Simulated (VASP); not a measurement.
Set up this calculation in VASP 6.6.1, as the native input.

- Task: single point
- Functional: PBEsol
- Potentials or basis: VASP PAW PBE potentials, release 64 (Ag, Cl)
- Cutoff: 520 eV
- k mesh: 8 × 8 × 8
- Occupations: fermi-dirac, width 0.05 eV
- Spin: no spin polarisation
- Dipole correction: no
- Further INCAR settings: ALGO = Normal; EDIFF = 1e-07; NBANDS = 16

The structure of AgCl lies in POSCAR:

```
AgCl
1.0
    0.0000000000      2.7709909694      2.7709909694
    2.7709909694      0.0000000000      2.7709909694
    2.7709909694      2.7709909694      0.0000000000
Ag Cl
1 1
Direct
    0.0000000000      0.0000000000      0.0000000000
    0.5000000000      0.5000000000      0.5000000000
```

The input as run:

INCAR

```
SYSTEM = AgCl
PREC     = Accurate       ! precision mode
ENCUT    = 520            ! plane-wave cutoff, eV
EDIFF    = 1E-7           ! SCF threshold, eV
ISMEAR   = -1             ! smearing method
SIGMA    = 0.05           ! smearing width, eV
LREAL    = .FALSE.        ! projectors in reciprocal space
LASPH    = .TRUE.         ! aspherical terms in the spheres
NELM     = 100            ! most SCF steps
ALGO     = Normal         ! electronic algorithm
ISIF     = 2              ! what is computed and relaxed
LWAVE    = .FALSE.        ! write WAVECAR
LCHARG   = .FALSE.        ! write CHGCAR
GGA      = PS             ! functional
NBANDS   = 16             ! bands
```

KPOINTS

```
Automatic mesh
0
G
  8 8 8
  0 0 0
```

Potentials or basis: VASP PAW PBE potentials, release 64 (Ag, Cl).

Run with:

```bash
$ cat potpaw_PBE.64/Ag/POTCAR potpaw_PBE.64/Cl/POTCAR > POTCAR
$ mpirun -np 1 vasp_std > vasp.out
```

Results of the run:

- Pressure: -2.6 GPa
- Band gap on the k mesh: 0.73 eV (least direct gap 3.05 eV)

Caveat: the PAW data sets were made with another functional, which shifts forces and pressure a little.

It took 31 s on 1 thread of AMD EPYC 7R43 64-Core Processor (Zen 3), on a shared host, peak memory 0.14 GiB.
